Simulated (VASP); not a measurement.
A run of VASP 6.6.1 is set up as follows.

The input INCAR:

```
SYSTEM = Rb
PREC = Accurate
ENCUT = 520
EDIFF = 1E-6
ISMEAR = 1
SIGMA = 0.1
LREAL = .False.
LASPH = .True.
NELM = 80
ALGO = Normal
ISIF = 2
LWAVE = .False.
LCHARG = .False.
GGA = PE
NBANDS = 10
```

The input KPOINTS:

```
regular mesh
0
Gamma
  8 8 8
  0 0 0
```

File POSCAR:

```
Rb
1.0
   -2.8359049291      2.8359049291      2.8359049291
    2.8359049291     -2.8359049291      2.8359049291
    2.8359049291      2.8359049291     -2.8359049291
Rb
1
Direct
    0.0000000000      0.0000000000      0.0000000000
```

Potentials or basis: VASP PAW PBE potentials, release 64 (Rb_sv).

Command:

```sh
$ cat potpaw_PBE.64/Rb_sv/POTCAR > POTCAR
$ mpirun -np 1 vasp_std > vasp.out
```

Q: What does it give for the band gap on the k mesh?

A: Zero (an odd number of electrons rules out a gap without spin polarisation).

Q: What does it give for the pressure?

A: 0.0 GPa.
